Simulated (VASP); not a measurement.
Here is a VASP 6.6.1 calculation.

Contents of INCAR:

```
SYSTEM = PtSe2
  PREC = Accurate
  ENCUT = 520
  EDIFF = 1E-8
  ISMEAR = -5
  SIGMA = 0.1
  LREAL = .False.
  LASPH = .True.
  NELM = 60
  ALGO = Normal
  ISIF = 2
  LWAVE = .False.
  LCHARG = .False.
  GGA = PE
  LEFG = .True.
  NBANDS = 18
```

File KPOINTS:

```
regular mesh
0
Gamma
  10 10 7
  0 0 0
```

File POSCAR:

```
PtSe2
1.0
    3.7240006046      0.0000000000      0.0000000000
   -1.8620003023      3.2250791273      0.0000000000
    0.0000000000      0.0000000000      5.0620000000
Pt Se
1 2
Direct
    0.0000000000      0.0000000000      0.0000000000
    0.3333333333      0.6666666667      0.2500000000
    0.6666666667      0.3333333333      0.7500000000
```

Potentials or basis: VASP PAW PBE potentials, release 64 (Pt, Se).

Command:

```bash
$ cat potpaw_PBE.64/Pt/POTCAR potpaw_PBE.64/Se/POTCAR > POTCAR
$ mpirun -np 1 vasp_std > vasp.out
```

(1) Estimate the band gap on the k mesh.

(2) What does it give for the largest force?

Answers

(1) zero (band 11 reaches 6.95 eV, above the bottom of band 12 at 6.38 eV).

(2) 0.555 eV/Å.

Caveat: without QUAD_EFG the Cq values of the log hold for a quadrupole moment of 1 mb, not for the nuclei; spin-orbit coupling is left out, which moves the levels of the heavy elements; tetrahedron occupations give inexact forces and stress in metals.
